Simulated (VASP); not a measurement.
# Lu (P6_3/mmc) in VASP: single point with PBE

Aim: the single point of Lu with PBE.

Everything below comes from runs of VASP 6.6.1. Logs are shortened: lines on timing, memory, paths and dates and some standing lists are left out, and cuts for length are marked.

## Step 1: The cell of the first run

It takes space group P6_3/mmc (No. 194, hexagonal). Conventional cell: a = 3.473 Å, b = 3.473 Å, c = 11.132 Å, α = 90.00°, β = 90.00°, γ = 120.00°. Within 4.5 Å of Lu (site symmetry -3m) lie 12 Lu at 3.43 to 3.47 Å. Lu (site symmetry -6m2) has 12 Lu at 3.43 to 3.47 Å within 4.5 Å.

## Step 2: Single point, PBE

INCAR

```
SYSTEM = Lu
ALGO = Normal
EDIFF = 1E-7
ENCUT = 520
GGA = PE
ISIF = 2
ISMEAR = -1
LASPH = .TRUE.
LCHARG = .TRUE.
LELF = .TRUE.
LREAL = .FALSE.
LVHAR = .TRUE.
LWAVE = .FALSE.
NBANDS = 58
NELM = 100
PREC = Accurate
SIGMA = 0.1
```

KPOINTS

```
k-points
0
G
  10 10 3
  0 0 0
```

POSCAR

```
Lu
1.0
    3.4731269468      0.0000000000      0.0000000000
   -1.7365634734      3.0078161665      0.0000000000
    0.0000000000      0.0000000000     11.1323786460
Lu
4
Direct
    0.0000000000      0.0000000000      1.0000000000
    0.0000000000      0.0000000000      0.5000000000
    0.3333333333      0.6666666667      0.2500000000
    0.6666666667      0.3333333333      0.7500000000
```

Potentials or basis: VASP PAW PBE potentials, release 64 (Lu).

Started as:

```bash
$ cat potpaw_PBE.64/Lu/POTCAR > POTCAR
$ mpirun -np 1 vasp_std > vasp.out
```

OUTCAR:

```text
SYSTEM = Lu
   EDIFF = 1E-7
   ENCUT = 520
   GGA = PE
   ISIF = 2
   ISMEAR = -1
   LASPH = .TRUE.
   LREAL = .FALSE.
   NELM = 100
   PREC = Accurate

 ion  position               nearest neighbor table
   1  0.000  0.000  0.000-   3 3.43   4 3.43   4 3.43   3 3.43   4 3.43   3 3.43
   2  0.000  0.000  0.500-   3 3.43   4 3.43   4 3.43   3 3.43   4 3.43   3 3.43
   3  0.333  0.667  0.250-   1 3.43   2 3.43   1 3.43   2 3.43   1 3.43   2 3.43
   4  0.667  0.333  0.750-   1 3.43   2 3.43   1 3.43   2 3.43   1 3.43   2 3.43

  LATTYP: Found a hexagonal cell.
 ALAT       =     3.4731269468
 C/A-ratio  =     3.2052898775

  Lattice vectors:

 A1 = (   3.4731269468,   0.0000000000,   0.0000000000)
 A2 = (  -1.7365634734,   3.0078161665,   0.0000000000)
 A3 = (   0.0000000000,   0.0000000000,  11.1323786460)

Analysis of symmetry for initial positions (statically):
=====================================================================
 Subroutine PRICEL returns:
 Original cell was already a primitive cell.

 Routine SETGRP: Setting up the symmetry group for a
 hexagonal supercell.

 Subroutine GETGRP returns: Found 24 space group operations
 (whereof 12 operations were pure point group operations)
 out of a pool of 24 trial point group operations.

The static configuration has the point symmetry D_3d.
 The point group associated with its full space group is D_6h.

Analysis of symmetry for dynamics (positions and initial velocities):
=====================================================================
 Subroutine PRICEL returns:
 Original cell was already a primitive cell.

 Routine SETGRP: Setting up the symmetry group for a
 hexagonal supercell.

 Subroutine GETGRP returns: Found 24 space group operations
 (whereof 12 operations were pure point group operations)
 out of a pool of 24 trial point group operations.

The dynamic configuration has the point symmetry D_3d.
 The point group associated with its full space group is D_6h.

 Subroutine INISYM returns: Found 24 space group operations
 (whereof 12 operations are pure point group operations),
 and found     1 'primitive' translations

----------------------------------------------------------------------------------------

                                     Primitive cell

  volume of cell :     116.2947

  direct lattice vectors                    reciprocal lattice vectors
     3.473126947  0.000000000  0.000000000     0.287924978  0.166233564  0.000000000
    -1.736563473  3.007816167  0.000000000     0.000000000  0.332467127  0.000000000
     0.000000000  0.000000000 11.132378646     0.000000000  0.000000000  0.089828062

  length of vectors
     3.473126947  3.473126947 11.132378646     0.332467127  0.332467127  0.089828062

  position of ions in fractional coordinates (direct lattice)
     0.000000000  0.000000000  0.000000000
     0.000000000  0.000000000  0.500000000
     0.333333333  0.666666667  0.250000000
     0.666666667  0.333333333  0.750000000

  ion indices of the primitive-cell ions
   primitive index   ion index
                 1           1
                 2           2
                 3           3
                 4           4

----------------------------------------------------------------------------------------

 KPOINTS: k-points

Automatic generation of k-mesh.
 Grid dimensions read from file:
 generate k-points for:   10   10    3

 Generating k-lattice:

  Cartesian coordinates                     Fractional coordinates (reciprocal lattice)
     0.028792498  0.016623356  0.000000000     0.100000000  0.000000000  0.000000000
     0.000000000  0.033246713  0.000000000     0.000000000  0.100000000  0.000000000
     0.000000000  0.000000000  0.029942687     0.000000000  0.000000000  0.333333333

  Length of vectors
     0.033246713  0.033246713  0.029942687

  Shift w.r.t. Gamma in fractional coordinates (k-lattice)
     0.000000000  0.000000000  0.000000000

 Subroutine IBZKPT returns following result:
 ===========================================

 Found     28 irreducible k-points:

 Following reciprocal coordinates:
            Coordinates               Weight
  0.000000  0.000000  0.000000      1.000000
  0.100000  0.000000  0.000000      6.000000
  0.200000  0.000000  0.000000      6.000000
  0.300000 -0.000000  0.000000      6.000000
  0.400000  0.000000  0.000000      6.000000
  0.500000 -0.000000  0.000000      3.000000
[... 16 lines left out ...]
  0.300000  0.100000  0.333333     24.000000
  0.400000  0.100000  0.333333     24.000000
 [... further k-points ...]
   k-points           NKPTS =     28   k-points in BZ     NKDIM =     28   number of bands    NBANDS=     58
   number of dos      NEDOS =    301   number of ions     NIONS =      4
   total plane-waves  NPLWV =  65856
   dimension x,y,z NGX =    28 NGY =   28 NGZ =   84
   dimension x,y,z NGXF=    56 NGYF=   56 NGZF=  168
   ions per type =               4
   NGX,Y,Z   is equivalent  to a cutoff of  13.40, 13.40, 12.54 a.u.
   NGXF,Y,Z  is equivalent  to a cutoff of  26.81, 26.81, 25.09 a.u.
 SYSTEM =  Lu
   PREC   = accura    normal or accurate (medium, high low for compatibility)
   ISTART =      0    job   : 0-new  1-cont  2-samecut
   ICHARG =      2    charge: 1-file 2-atom 10-const
   ISPIN  =      1    spin polarized calculation?
   LNONCOLLINEAR =      F non collinear calculations
   LSORBIT =      F    spin-orbit coupling
   LASPH  =      T    aspherical Exc in radial PAW
   ENCUT  =  520.0 eV  38.22 Ry    6.18 a.u.   6.46  6.46 20.70*2*pi/ulx,y,z
   NELM   =    100;   NELMIN=  2; NELMDL= -5     # of ELM steps
   EDIFF  = 0.1E-06   stopping-criterion for ELM
   LREAL  =      F    real-space projection
   EDIFFG = 0.1E-05   stopping-criterion for IOM
   NSW    =      0    number of steps for IOM
   IBRION =     -1    ionic relax: 0-MD 1-quasi-New 2-CG
   NFREE  =      0    steps in history (QN), initial steepest desc. (CG)
   ISIF   =      2    stress and relaxation
   ISYM   =      2    0-nonsym 1-usesym 2-fastsym
   POTIM  = 0.5000    time-step for ionic-motion
   TEBEG  =    0.0;   TEEND  =   0.0 temperature during run
   PSTRESS=    0.0 pullay stress
   NELECT =     100.0000    total number of electrons
   NUPDOWN=      -1.0000    fix difference up-down
   EMIN   =  10.00;   EMAX   =-10.00  energy-range for DOS
   EFERMI =   0.00;   METHOD = LEGACY
   ISMEAR =    -1;   SIGMA  =   0.10  broadening in eV -4-tet -1-fermi 0-gaus
   EFERMI_NEDOS =   21; number of points for ismear=-14 and -15
   IALGO  =     38    algorithm
   IMIX   =      4    mixing-type and parameters
     AMIX     =   0.40;   BMIX     =  1.00
     AMIX_MAG =   1.60;   BMIX_MAG =  1.00
  volume/ion in A,a.u.               =      29.07       196.20
  Fermi-wavevector in a.u.,A,eV,Ry     =   1.556760  2.941849 32.973721  2.423500
  Thomas-Fermi vector in A             =   2.660509
   LORBIT       =      0    0 simple, 1 ext, 2 COOP (PROOUT), +10 PAW based schemes
   GGA     = PE    functional components
   LHFCALC =     F    Hartree Fock is set to
   AEXX    =    0.0000 exact exchange contribution
   IVDW    =     0    specifies the selected vdW correction
   LEPSILON=     F    determine dielectric tensor
   LRPA    =     F    only Hartree local field effects (RPA)
 non-spin polarized calculation
  energy-cutoff  :      520.00
  volume of cell :      116.29
 maximum number of plane-waves:      3162
 NGX is ok and might be reduce to    28
   NGX = 13   NGY = 13   NGZ = 41

 number of electron     100.0000000 magnetization

 number of electron      99.9999987 magnetization

 Free energy of the ion-electron system (eV)
  ---------------------------------------------------
  ext. energy  EPLUGINS =         0.00000000
  ---------------------------------------------------
  free energy    TOTEN  =       -18.10634958 eV

  energy without entropy =      -17.89826457  energy(sigma->0) =      -18.00230707

 E-fermi :   2.2552     XC(G=0): -10.6717

 val. band max:        2.2419816567   @ k =   0.2000   0.2000   0.3333
 cond. band min:       2.2748114984   @ k =   0.2000   0.2000   0.3333
 fundamental gap:      0.0328298417
 Fermi energy:         2.2551716015

 k-point     1 :       0.0000    0.0000    0.0000
  band No.  band energies     occupation
      1     -53.9481      2.00000
      2     -53.9361      2.00000
      3     -53.9266      2.00000
      4     -53.9145      2.00000
      5     -24.8812      2.00000
      6     -24.6401      2.00000
[... 50 lines left out ...]
     57       4.8045      0.00000
     58       4.8125      0.00000

 k-point     2 :       0.1000    0.0000    0.0000
  band No.  band energies     occupation
      1     -53.9457      2.00000
      2     -53.9344      2.00000
      3     -53.9249      2.00000
      4     -53.9135      2.00000
      5     -24.8654      2.00000
      6     -24.6459      2.00000
[... 50 lines left out ...]
     57       4.8565      0.00000
     58       5.0461      0.00000

 k-point     3 :       0.2000    0.0000    0.0000
  band No.  band energies     occupation
      1     -53.9393      2.00000
      2     -53.9299      2.00000
      3     -53.9203      2.00000
      4     -53.9109      2.00000
      5     -24.8219      2.00000
      6     -24.6746      2.00000
[... 1216 lines left out ...]
      3     -53.9101      2.00000
      4     -53.9078      2.00000
      5     -24.7901      2.00000
      6     -24.7603      2.00000
[... 50 lines left out ...]
     57       4.6515      0.00000
     58       5.0277      0.00000

 k-point    24 :       0.4000    0.1000    0.3333
  band No.  band energies     occupation
      1     -53.9199      2.00000
      2     -53.9187      2.00000
      3     -53.9078      2.00000
      4     -53.9066      2.00000
      5     -24.8256      2.00000
      6     -24.8159      2.00000
[... 50 lines left out ...]
     57       4.6141      0.00000
     58       5.0036      0.00000

 [... further k-points ...]

------------------------ aborting loop because EDIFF is reached ----------------------------------------

  FORCE on cell =-STRESS in cart. coord.  units (eV):
  Direction    XX          YY          ZZ          XY          YZ          ZX
  --------------------------------------------------------------------------------------
  -------------------------------------------------------------------------------------
  Total        0.0896234      0.0896234      0.0928725      0.0000000      0.0000000     -0.0000000
  in kB        1.2347305      1.2347305      1.2794929      0.0000000      0.0000000     -0.0000000
  external PRESSURE =       1.2496513 kB  Pullay stress =       0.0000000 kB

 VOLUME and BASIS-vectors are now :
 -----------------------------------------------------------------------------
  energy-cutoff  :      520.00
  volume of cell :      116.29
      direct lattice vectors                 reciprocal lattice vectors
     3.473126947  0.000000000  0.000000000     0.287924978  0.166233564  0.000000000
    -1.736563473  3.007816167  0.000000000     0.000000000  0.332467127  0.000000000
     0.000000000  0.000000000 11.132378646     0.000000000  0.000000000  0.089828062

 POSITION                                       TOTAL-FORCE (eV/Angst)
 -----------------------------------------------------------------------------------
      0.00000      0.00000      0.00000        -0.000000      0.000000      0.000000
      0.00000      0.00000      5.56619        -0.000000      0.000000      0.000000
     -0.00000      2.00521      2.78309         0.000000     -0.000000     -0.000000
      1.73656      1.00261      8.34928        -0.000000      0.000000     -0.000000
 -----------------------------------------------------------------------------------
    total drift:                                0.000000     -0.000000      0.000000

  FREE ENERGIE OF THE ION-ELECTRON SYSTEM (eV)
  ---------------------------------------------------
  free  energy   TOTEN  =       -18.1063495752 eV

  energy  without entropy=      -17.8982645683  energy(sigma->0) =      -18.00230707
```

It took 8.4 min on 1 thread of Intel Xeon 8259CL, shared host; peak memory 0.32 GiB.

Results:

```
Free energy            : -18.1063 eV
Pressure               : 0.1 GPa
Band gap on the k mesh : zero (bands 50 and 51 overlap by 1.39 eV)
```

Caveat: spin-orbit coupling is left out, which moves the levels of the heavy elements.
